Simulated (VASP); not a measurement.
F, 4 atoms in the cell. Symmetry: C2/m, No. 12, monoclinic system. Conventional cell: a = 6.189 Å, b = 3.781 Å, c = 7.894 Å, α = 90.00°, β = 111.23°, γ = 90.00°. F (site symmetry m) has 1 F at 1.48 Å within 2.0 Å. Within 2.0 Å of F (site symmetry m) lie 1 F at 1.47 Å. 

```yaml
Program: VASP 6.6.1
Task: single point
Functional: PBEsol
Potentials_or_basis: VASP PAW PBE potentials, release 64 (F)
Cutoff: 520 eV
k_mesh: 4 × 4 × 2
Occupations: gaussian, width 0.05 eV
Spin: no spin polarisation
Dipole_correction: no
Further_INCAR_settings: ALGO = Normal; EDIFF = 1e-07; NBANDS = 22
```

Potentials or basis: VASP PAW PBE potentials, release 64 (F).

The run is started by

```sh
$ cat potpaw_PBE.64/F/POTCAR > POTCAR
$ mpirun -np 1 vasp_std > vasp.out
```

Hardware: 1 thread of AMD EPYC 9R14 (Zen 4), on a shared host.

Problem. Estimate the wall time of this run.

Solution. It took 17 s on 1 thread of AMD EPYC 9R14 (Zen 4) (shared host), peak memory 0.16 GiB. Counts: scf iterations 14, k points 14.
